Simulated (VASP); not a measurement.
Runs of VASP 6.6.1 on In. The structure is that of space group R-3m (No. 166), or close to it. The cells are those of the table. 

```csv
task,cell,cutoff (eV),gap on the mesh (eV),pressure (GPa),largest force (eV/Å)
electric field gradients,"a = 8.459 Å, angles 22.8°, 3 atoms",520,none,-1.6,0.01
single point,"a = 8.426 Å, angles 22.6°, 3 atoms",520,none,(a),0.02
electric field gradients,"a = 8.191 Å, angles 23.5°, 3 atoms",520,none,0.1,0.02
electric field gradients,"a = 8.431 Å, angles 22.8°, 3 atoms",400,none,-1.3,0.01
single point,"a = 8.431 Å, angles 22.8°, 3 atoms",500,none,(b),0.01
```

Alike in all rows: level PBEsol; potentials or basis VASP PAW PBE potentials, release 64 (In_d); no spin polarisation; k mesh 14 × 14 × 14; smearing fermi-dirac 0.05 eV.

Problem. Estimate the missing entries.

Solution. (a) -0.5; (b) -1.2.

Caveats: the PAW data sets were made with another functional, which shifts forces and pressure a little; spin-orbit coupling is left out, which moves the levels of the heavy elements.

A k mesh can miss the band edges, and the runs leave out spin-orbit coupling on In.

A gap of «none» marks levels without a gap at the run's occupations.
